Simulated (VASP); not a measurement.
# Co (P6_3/mmc) in VASP: notebook

Runs on Co. Level: PBEsol. Tasks: single point.

Everything below comes from runs of VASP 6.6.1. Logs are shortened: lines on timing, memory, paths and dates and some standing lists are left out, and cuts for length are marked.

## 1. The cell of the first run

The structure is hexagonal, space group P6_3/mmc (No. 194). The conventional cell has a = 2.378 Å, b = 2.378 Å, c = 3.841 Å, α = 90.00°, β = 90.00°, γ = 120.00°. Co (site symmetry -6m2) has 12 Co at 2.36 to 2.38 Å within 3.1 Å.

## 2. Single point, PBEsol, collinear spin, ferromagnetic start

The input, INCAR:

```
  ALGO = Normal
  EDIFF = 1E-6
  ENCUT = 520
  GGA = PS
  ISIF = 2
  ISMEAR = -1
  ISPIN = 2
  LASPH = True
  LCHARG = True
  LELF = True
  LMAXMIX = 4
  LORBIT = 11
  LREAL = False
  LVHAR = True
  LWAVE = False
  MAGMOM = 2 2
  NBANDS = 20
  NELM = 150
  PREC = Accurate
  SIGMA = 0.05
```

The input, KPOINTS:

```
k-points
0
Gamma
  12 12 7
```

The input, POSCAR:

```
Co
1.0
    2.3778234237      0.0000000000      0.0000000000
   -1.1889117118      2.0592554906      0.0000000000
    0.0000000000      0.0000000000      3.8411433798
Co
2
Direct
    0.3333333333      0.6666666667      0.7500003517
    0.6666666667      0.3333333333      0.2499996483
```

Potentials or basis: VASP PAW PBE potentials, release 64 (Co).

The run is started by

```
$ cat potpaw_PBE.64/Co/POTCAR > POTCAR
$ mpirun -np 1 vasp_std > vasp.out
```

OUTCAR:

```text
EDIFF = 1E-6
   ENCUT = 520
   GGA = PS
   ISIF = 2
   ISMEAR = -1
   ISPIN = 2
   LASPH = True
   LORBIT = 11
   LREAL = False
   NELM = 150
   PREC = Accurate

 ion  position               nearest neighbor table
   1  0.333  0.667  0.750-   2 2.36   2 2.36   2 2.36   2 2.36   2 2.36   2 2.36
   2  0.667  0.333  0.250-   1 2.36   1 2.36   1 2.36   1 2.36   1 2.36   1 2.36

  LATTYP: Found a hexagonal cell.
 ALAT       =     2.3778234237
 C/A-ratio  =     1.6154031210

  Lattice vectors:

 A1 = (   2.3778234237,   0.0000000000,   0.0000000000)
 A2 = (  -1.1889117118,   2.0592554906,   0.0000000000)
 A3 = (   0.0000000000,   0.0000000000,   3.8411433798)

Analysis of symmetry for initial positions (statically):
=====================================================================
 Subroutine PRICEL returns:
 Original cell was already a primitive cell.

 Routine SETGRP: Setting up the symmetry group for a
 hexagonal supercell.

 Subroutine GETGRP returns: Found 24 space group operations
 (whereof 12 operations were pure point group operations)
 out of a pool of 24 trial point group operations.

The static configuration has the point symmetry D_3d.
 The point group associated with its full space group is D_6h.

Analysis of symmetry for dynamics (positions and initial velocities):
=====================================================================
 Subroutine PRICEL returns:
 Original cell was already a primitive cell.

 Routine SETGRP: Setting up the symmetry group for a
 hexagonal supercell.

 Subroutine GETGRP returns: Found 24 space group operations
 (whereof 12 operations were pure point group operations)
 out of a pool of 24 trial point group operations.

The dynamic configuration has the point symmetry D_3d.
 The point group associated with its full space group is D_6h.

Analysis of structural, dynamic, and magnetic symmetry:
=====================================================================
 Subroutine PRICEL returns:
 Original cell was already a primitive cell.

 Routine SETGRP: Setting up the symmetry group for a
 hexagonal supercell.

 Subroutine GETGRP returns: Found 24 space group operations
 (whereof 12 operations were pure point group operations)
 out of a pool of 24 trial point group operations.

The overall configuration has the point symmetry D_3d.
 The point group associated with its full space group is D_6h.

 Subroutine INISYM returns: Found 24 space group operations
 (whereof 12 operations are pure point group operations),
 and found     1 'primitive' translations

----------------------------------------------------------------------------------------

                                     Primitive cell

  volume of cell :      18.8083

  direct lattice vectors                    reciprocal lattice vectors
     2.377823424  0.000000000  0.000000000     0.420552674  0.242806200  0.000000000
    -1.188911712  2.059255491  0.000000000     0.000000000  0.485612400  0.000000000
     0.000000000  0.000000000  3.841143380     0.000000000  0.000000000  0.260339149

  length of vectors
     2.377823424  2.377823424  3.841143380     0.485612400  0.485612400  0.260339149

  position of ions in fractional coordinates (direct lattice)
     0.333333333  0.666666667  0.750000352
     0.666666667  0.333333333  0.249999648

  ion indices of the primitive-cell ions
   primitive index   ion index
                 1           1
                 2           2

----------------------------------------------------------------------------------------

 KPOINTS: k-points

Automatic generation of k-mesh.
 Grid dimensions read from file:
 generate k-points for:   12   12    7

 Generating k-lattice:

  Cartesian coordinates                     Fractional coordinates (reciprocal lattice)
     0.035046056  0.020233850  0.000000000     0.083333333  0.000000000  0.000000000
     0.000000000  0.040467700  0.000000000     0.000000000  0.083333333  0.000000000
     0.000000000  0.000000000  0.037191307     0.000000000  0.000000000  0.142857143

  Length of vectors
     0.040467700  0.040467700  0.037191307

  Shift w.r.t. Gamma in fractional coordinates (k-lattice)
     0.000000000  0.000000000  0.000000000

 Subroutine IBZKPT returns following result:
 ===========================================

 Found     76 irreducible k-points:

 Following reciprocal coordinates:
            Coordinates               Weight
  0.000000  0.000000  0.000000      1.000000
  0.083333  0.000000  0.000000      6.000000
  0.166667 -0.000000  0.000000      6.000000
  0.250000  0.000000  0.000000      6.000000
  0.333333  0.000000  0.000000      6.000000
  0.416667  0.000000  0.000000      6.000000
[... 16 lines left out ...]
  0.250000  0.000000  0.142857     12.000000
  0.333333  0.000000  0.142857     12.000000
 [... further k-points ...]
   k-points           NKPTS =     76   k-points in BZ     NKDIM =     76   number of bands    NBANDS=     20
   number of dos      NEDOS =    301   number of ions     NIONS =      2
   total plane-waves  NPLWV =   9720
   dimension x,y,z NGX =    18 NGY =   18 NGZ =   30
   dimension x,y,z NGXF=    36 NGYF=   36 NGZF=   60
   ions per type =               2
   NGX,Y,Z   is equivalent  to a cutoff of  12.58, 12.58, 12.98 a.u.
   NGXF,Y,Z  is equivalent  to a cutoff of  25.17, 25.17, 25.97 a.u.
 SYSTEM =  unknown system
   PREC   = accura    normal or accurate (medium, high low for compatibility)
   ISTART =      0    job   : 0-new  1-cont  2-samecut
   ICHARG =      2    charge: 1-file 2-atom 10-const
   ISPIN  =      2    spin polarized calculation?
   LNONCOLLINEAR =      F non collinear calculations
   LSORBIT =      F    spin-orbit coupling
   LASPH  =      T    aspherical Exc in radial PAW
   ENCUT  =  520.0 eV  38.22 Ry    6.18 a.u.   4.42  4.42  7.14*2*pi/ulx,y,z
   NELM   =    150;   NELMIN=  2; NELMDL= -5     # of ELM steps
   EDIFF  = 0.1E-05   stopping-criterion for ELM
   LREAL  =      F    real-space projection
[... 7 lines left out ...]
   TEBEG  =    0.0;   TEEND  =   0.0 temperature during run
   PSTRESS=    0.0 pullay stress
   NELECT =      18.0000    total number of electrons
   NUPDOWN=      -1.0000    fix difference up-down
   EMIN   =  10.00;   EMAX   =-10.00  energy-range for DOS
   EFERMI =   0.00;   METHOD = LEGACY
   ISMEAR =    -1;   SIGMA  =   0.05  broadening in eV -4-tet -1-fermi 0-gaus
   EFERMI_NEDOS =   21; number of points for ismear=-14 and -15
   IALGO  =     38    algorithm
   IMIX   =      4    mixing-type and parameters
     AMIX     =   0.40;   BMIX     =  1.00
     AMIX_MAG =   1.60;   BMIX_MAG =  1.00
  volume/ion in A,a.u.               =       9.40        63.46
  Fermi-wavevector in a.u.,A,eV,Ry     =   1.613302  3.048698 35.412453  2.602742
  Thomas-Fermi vector in A             =   2.708393
   LORBIT       =     11    0 simple, 1 ext, 2 COOP (PROOUT), +10 PAW based schemes
   GGA     = PS    functional components
   LHFCALC =     F    Hartree Fock is set to
   AEXX    =    0.0000 exact exchange contribution
   IVDW    =     0    specifies the selected vdW correction
   LEPSILON=     F    determine dielectric tensor
   LRPA    =     F    only Hartree local field effects (RPA)
 spin polarized calculation
  energy-cutoff  :      520.00
  volume of cell :       18.81
 maximum number of plane-waves:       537
 NGX is ok and might be reduce to    18
   NGX =  9   NGY =  9   NGZ = 15

 number of electron      18.0000018 magnetization       2.9661051

 Free energy of the ion-electron system (eV)
  ---------------------------------------------------
  ext. energy  EPLUGINS =         0.00000000
  ---------------------------------------------------
  free energy    TOTEN  =       -15.32884497 eV

  energy without entropy =      -15.31714388  energy(sigma->0) =      -15.32299443

 E-fermi :  12.2315     XC(G=0): -14.4473

 val. band max:       12.2232558649   @ k =   0.2500   0.0000   0.1429
 cond. band min:      12.2670522393   @ k =   0.3333   0.0833   0.4286
 fundamental gap:      0.0437963744
 Fermi energy:        12.2315059006

 spin component 1

 k-point     1 :       0.0000    0.0000    0.0000
  band No.  band energies     occupation
      1       2.4048      1.00000
      2       6.3734      1.00000
      3       9.4469      1.00000
      4       9.4672      1.00000
      5       9.4672      1.00000
      6       9.8698      1.00000
[... 12 lines left out ...]
     19      40.6581      0.00000
     20      40.6581      0.00000
[... 507 lines left out ...]
 k-point    24 :       0.3333    0.0000    0.1429
  band No.  band energies     occupation
      1       5.9006      1.00000
      2       7.2219      1.00000
      3       7.6804      1.00000
      4       8.5964      1.00000
      5       9.5261      1.00000
      6       9.5743      1.00000
[... 12 lines left out ...]
     19      38.0143      0.00000
     20      39.5471      0.00000

 [... further k-points ...]

 spin component 2

 k-point     1 :       0.0000    0.0000    0.0000
  band No.  band energies     occupation
      1       2.4957      1.00000
      2       7.2648      1.00000
      3      10.9441      1.00000
      4      10.9492      1.00000
      5      10.9492      1.00000
      6      11.4053      1.00000
[... 12 lines left out ...]
     19      41.0226      0.00000
     20      41.0226      0.00000
[... 507 lines left out ...]
 k-point    24 :       0.3333    0.0000    0.1429
  band No.  band energies     occupation
      1       6.2413      1.00000
      2       8.3088      1.00000
      3       8.7183      1.00000
      4       9.7521      1.00000
      5      10.8733      1.00000
      6      11.0913      1.00000
[... 12 lines left out ...]
     19      38.5041      0.00000
     20      39.9259      0.00000

 [... further k-points ...]

------------------------ aborting loop because EDIFF is reached ----------------------------------------

  FORCE on cell =-STRESS in cart. coord.  units (eV):
  Direction    XX          YY          ZZ          XY          YZ          ZX
  --------------------------------------------------------------------------------------
  -------------------------------------------------------------------------------------
  Total        3.3447499      3.3447499      3.3382436      0.0000000      0.0000000     -0.0000000
  in kB      284.9206211    284.9206211    284.3663863      0.0000000      0.0000000     -0.0000000
  external PRESSURE =     284.7358762 kB  Pullay stress =       0.0000000 kB

 VOLUME and BASIS-vectors are now :
 -----------------------------------------------------------------------------
  energy-cutoff  :      520.00
  volume of cell :       18.81
      direct lattice vectors                 reciprocal lattice vectors
     2.377823424  0.000000000  0.000000000     0.420552674  0.242806200  0.000000000
    -1.188911712  2.059255491  0.000000000     0.000000000  0.485612400  0.000000000
     0.000000000  0.000000000  3.841143380     0.000000000  0.000000000  0.260339149

 POSITION                                       TOTAL-FORCE (eV/Angst)
 -----------------------------------------------------------------------------------
     -0.00000      1.37284      2.88086        -0.000000      0.000000      0.000000
      1.18891      0.68642      0.96028         0.000000     -0.000000     -0.000000
 -----------------------------------------------------------------------------------
    total drift:                                0.000000     -0.000041     -0.000049

  FREE ENERGIE OF THE ION-ELECTRON SYSTEM (eV)
  ---------------------------------------------------
  free  energy   TOTEN  =       -15.3288449719 eV

  energy  without entropy=      -15.3171438786  energy(sigma->0) =      -15.32299443

 total charge

# of ion       s       p       d       tot
------------------------------------------
    1        0.554   0.663   7.375   8.593
    2        0.554   0.663   7.375   8.593
--------------------------------------------------
tot          1.108   1.326  14.751  17.185

 magnetization (x)

# of ion       s       p       d       tot
------------------------------------------
    1       -0.016  -0.050   1.538   1.472
    2       -0.016  -0.050   1.538   1.472
--------------------------------------------------
tot         -0.031  -0.100   3.076   2.945
```

Wall time 76 s (1 thread of Intel Xeon Platinum 8175M at 2.50GHz (Skylake/Cascade Lake), shared host); peak memory 0.16 GiB.

Results:

| Quantity | Value |
| --- | --- |
| Free energy | -15.3288 eV |
| Pressure | 28.5 GPa |
| Net moment | 2.97 μB per cell |
| Site moments | Co +1.47 μB |
| Valence electrons inside the program's atomic spheres | Co 8.59 |

Caveat: the cell stands under pressure; the PAW data sets were made with another functional, which shifts forces and pressure a little.

## 3. Single point, PBEsol, collinear spin, ferromagnetic start

This run uses another cell than the first one, of 9.97 Å³/atom.

The input, INCAR:

```
ALGO = Fast ; EDIFF = 1E-6
ENCUT = 520 ; GGA = PS
ISIF = 2 ; ISMEAR = -1
ISPIN = 2 ; LASPH = T
LCHARG = F ; LMAXMIX = 4
LORBIT = 11 ; LREAL = F
LWAVE = F ; MAGMOM = 2 2
NBANDS = 20 ; NELM = 150
PREC = Accurate ; SIGMA = 0.05
```

KPOINTS is that of step 2.

The input, POSCAR:

```
Co
1.0
    2.4252331621      0.0000000000      0.0000000000
   -1.2126165810      2.1003135285      0.0000000000
    0.0000000000      0.0000000000      3.9154765614
Co
2
Direct
    0.3333333333      0.6666666667      0.7500003218
    0.6666666667      0.3333333333      0.2499996782
```

Potentials or basis: VASP PAW PBE potentials, release 64 (Co).

The run is started by

```
$ cat potpaw_PBE.64/Co/POTCAR > POTCAR
$ mpirun -np 1 vasp_std > vasp.out
```

OUTCAR:

```text
EDIFF = 1E-6
   ENCUT = 520
   GGA = PS
   ISIF = 2
   ISMEAR = -1
   ISPIN = 2
   LASPH = T
   LORBIT = 11
   LREAL = F
   NELM = 150
   PREC = Accurate

 ion  position               nearest neighbor table
   1  0.333  0.667  0.750-   2 2.41   2 2.41   2 2.41   2 2.41   2 2.41   2 2.41
   2  0.667  0.333  0.250-   1 2.41   1 2.41   1 2.41   1 2.41   1 2.41   1 2.41

  LATTYP: Found a hexagonal cell.
 ALAT       =     2.4252331621
 C/A-ratio  =     1.6144742793

  Lattice vectors:

 A1 = (   2.4252331621,   0.0000000000,   0.0000000000)
 A2 = (  -1.2126165810,   2.1003135285,   0.0000000000)
[... 1321 lines left out ...]

 VOLUME and BASIS-vectors are now :
 -----------------------------------------------------------------------------
  energy-cutoff  :      520.00
  volume of cell :       19.94
      direct lattice vectors                 reciprocal lattice vectors
     2.425233162  0.000000000  0.000000000     0.412331489  0.238059696  0.000000000
    -1.212616581  2.100313529  0.000000000     0.000000000  0.476119392  0.000000000
     0.000000000  0.000000000  3.915476561     0.000000000  0.000000000  0.255396753

 POSITION                                       TOTAL-FORCE (eV/Angst)
 -----------------------------------------------------------------------------------
     -0.00000      1.40021      2.93661         0.000000      0.000000      0.000000
      1.21262      0.70010      0.97887        -0.000000     -0.000000     -0.000000
 -----------------------------------------------------------------------------------
    total drift:                                0.000000     -0.000000     -0.000001

  FREE ENERGIE OF THE ION-ELECTRON SYSTEM (eV)
  ---------------------------------------------------
  free  energy   TOTEN  =       -15.4571900161 eV

  energy  without entropy=      -15.4437159439  energy(sigma->0) =      -15.45045298

 total charge

# of ion       s       p       d       tot
------------------------------------------
    1        0.525   0.602   7.323   8.450
    2        0.525   0.602   7.323   8.450
--------------------------------------------------
tot          1.050   1.204  14.646  16.901

 magnetization (x)

# of ion       s       p       d       tot
------------------------------------------
    1       -0.016  -0.051   1.576   1.509
    2       -0.016  -0.051   1.576   1.509
--------------------------------------------------
tot         -0.032  -0.102   3.152   3.018
```

Wall time 98 s (1 thread of Intel Xeon Platinum 8175M at 2.50GHz (Skylake/Cascade Lake), shared host); peak memory 0.16 GiB.

Results:

| Quantity | Value |
| --- | --- |
| Free energy | -15.4572 eV |
| Pressure | 8.8 GPa |
| Net moment | 3.02 μB per cell |
| Site moments | Co +1.51 μB |
| Valence electrons inside the program's atomic spheres | Co 8.45 |

Caveat: the cell stands under pressure; the PAW data sets were made with another functional, which shifts forces and pressure a little.
